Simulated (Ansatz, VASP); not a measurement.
# Two plane-wave programs on Al

File INCAR:

```
SYSTEM = Al
  PREC = Accurate
  ENCUT = 520
  EDIFF = 1E-6
  ISMEAR = 0
  SIGMA = 0.15
  LREAL = .FALSE.
  LASPH = .TRUE.
  NELM = 60
  ALGO = Fast
  ISIF = 2
  LWAVE = .FALSE.
  LCHARG = .FALSE.
  GGA = PS
  NBANDS = 8
```

The input KPOINTS:

```
Automatic mesh
0
G
  20 20 20
  0 0 0
```

The input POSCAR:

```
Al
1.0
    0.0000000000      1.9733805000      2.0745795000
    1.9733805000      0.0000000000      2.0745795000
    1.9733805000      1.9733805000      0.0000000000
Al
1
Direct
    0.0000000000      0.0000000000      0.0000000000
```

Input for Ansatz:

```yaml
crystal:
  lattice:
    - [0.0, 1.9733805, 2.0745795]
    - [1.9733805, 0.0, 2.0745795]
    - [1.9733805, 1.9733805, 0.0]
  atoms:
    - { symbol: Al, position: [0.0, 0.0, 0.0] }
basis:
  ecutwfc: 420
kpoints:
  mp_grid: { grid: [20, 20, 20] }
hamiltonian:
  xc: pbesol
scf:
  occupations: { method: gaussian, width: 0.15 }
output:
  forces: true
  stress: true
  eigenvalues: true
```

Change from the starting cell: strain -0.025 along x and y, +0.025 along z, atoms carried along.

Alike in both runs: task single point; functional PBEsol; k mesh 20 × 20 × 20; occupations gaussian, width 0.15 eV; no spin polarisation.

```csv
,VASP,Ansatz
version,VASP 6.6.1,Ansatz 0.2.0
potentials or method,"VASP PAW PBE potentials, release 64 (Al), cutoff 520 eV","scalar-relativistic, plane waves, PAW"
valence electrons in the cell,3,3
```

```tsv
	VASP	Ansatz	Ansatz less VASP
gap on the k mesh at the Fermi level (eV)	none	none	-
pressure (GPa)	0.3	0.2	-0.06
traceless stress, the component that is largest in VASP (GPa)	-1.98	-1.97	+0.014
```

VASP's potentials were made for PBE, not for PBEsol. A gap of «none» marks a metal or a gap that the smearing closes.
